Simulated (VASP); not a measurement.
Wanted: the native input for a VASP 6.6.1 run.

| Property | Result |
| --- | --- |
| Task | single point |
| Functional | PBE |
| Potentials or basis | VASP PAW PBE potentials, release 64 (Ga_d, N) |
| Cutoff | 600 eV |
| k mesh | 2 × 2 × 2, shifted |
| Occupations | gaussian, width 0.01 eV |
| Spin | no spin polarisation |
| Dipole correction | no |
| Further INCAR settings | ALGO = Normal; EDIFF = 1e-06; NBANDS = 16; ISYM = 0 |

The structure of GaN lies in POSCAR:

```
GaN
1.0
    0.0000000000      2.2535006075      2.2535006075
    2.2535006075      0.0000000000      2.2535006075
    2.2535006075      2.2535006075      0.0000000000
Ga N
1 1
Direct
    0.0310000000      0.7850000000      0.0690000000
    0.7810000000      1.5350000000      0.8190000000
```

The input as run:

INCAR

```
SYSTEM = GaN
PREC = Accurate
ENCUT = 600
EDIFF = 1E-6
ISMEAR = 0
SIGMA = 0.01
LREAL = .False.
LASPH = .True.
NELM = 120
ALGO = Normal
ISIF = 2
LWAVE = .False.
LCHARG = .True.
GGA = PE
LELF = .True.
LVHAR = .True.
NBANDS = 16
ISYM = 0
GGA_COMPAT = .False.
```

KPOINTS

```
Automatic mesh
0
Gamma
  2 2 2
  0.5 0.5 0.5
```

Potentials or basis: VASP PAW PBE potentials, release 64 (Ga_d, N).

Run with:

```bash
$ cat potpaw_PBE.64/Ga_d/POTCAR potpaw_PBE.64/N/POTCAR > POTCAR
$ mpirun -np 1 vasp_std > vasp.out
```

It gave:

* Pressure: 5.1 GPa
* Band gap on the k mesh: 4.57 eV, direct

Caveat: the k points lie up to 1.21 Å⁻¹ apart.

Run time: 11 s on 1 thread of Intel(R) Xeon(R) 6975P-C (Granite Rapids), with other jobs on the host, peak memory 0.15 GiB.
